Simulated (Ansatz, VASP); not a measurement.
# Two plane-wave programs on Ti

The input POSCAR:

```
Ti
1.0
    0.0000000000      1.9691000000      2.0300000000
    1.9691000000      0.0000000000      2.0300000000
    1.9691000000      1.9691000000      0.0000000000
Ti
1
Direct
    0.0000000000      0.0000000000      0.0000000000
```

File INCAR.step1:

```
SYSTEM = Ti
PREC = Accurate
ENCUT = 520
ISMEAR = 0
SIGMA = 0.15
LREAL = .False.
LASPH = .True.
NELM = 80
NBANDS = 12
GGA = PE
ALGO = Normal
EDIFF = 1E-4
LWAVE = .True.
LCHARG = .False.
```

The input INCAR.step2:

```
SYSTEM = Ti
PREC = Accurate
ENCUT = 520
EDIFF = 1E-6
ISMEAR = 0
SIGMA = 0.15
LREAL = .False.
LASPH = .True.
NELM = 80
ALGO = Normal
ISIF = 2
LWAVE = .False.
LCHARG = .False.
METAGGA = R2SCAN
LMIXTAU = .True.
NBANDS = 12
ISTART = 1
```

Contents of KPOINTS:

```
Automatic mesh
0
Gamma
  20 20 20
  0 0 0
```

Input for Ansatz:

```yaml
crystal:
  lattice:
    - [0.0, 1.9691, 2.03]
    - [1.9691, 0.0, 2.03]
    - [1.9691, 1.9691, 0.0]
  atoms:
    - { symbol: Ti, position: [0.0, 0.0, 0.0] }
basis:
  ecutwfc: 500
kpoints:
  mp_grid: { grid: [20, 20, 20] }
hamiltonian:
  xc: r2scan
scf:
  occupations: { method: gaussian, width: 0.15 }
output:
  forces: true
  stress: true
  eigenvalues: true
```

Change from the starting cell: strain -0.030 along x and y, +0.000 along z, atoms carried along.

Alike in both runs: task single point; functional r2SCAN; k mesh 20 × 20 × 20; occupations gaussian, width 0.15 eV; no spin polarisation.

|  | VASP | Ansatz |
| --- | --- | --- |
| version | VASP 6.6.1 | Ansatz 0.2.0 |
| potentials or method | VASP PAW PBE potentials, release 64 (Ti_sv), cutoff 520 eV | scalar-relativistic, plane waves, PAW |
| valence electrons in the cell | 12 | 12 |

Ansatz gave:

* gap on the k mesh at the Fermi level (eV): none
* pressure (GPa): 12.8
* traceless stress, the component that is largest in VASP (GPa): -0.62

Question: Which values does VASP return?

Answer: gap on the k mesh at the Fermi level (eV): none; pressure (GPa): 13.2; traceless stress, the component that is largest in VASP (GPa): -0.63.

VASP's potentials were made for PBE, not for r2SCAN. A gap of «none» marks a metal or a gap that the smearing closes.
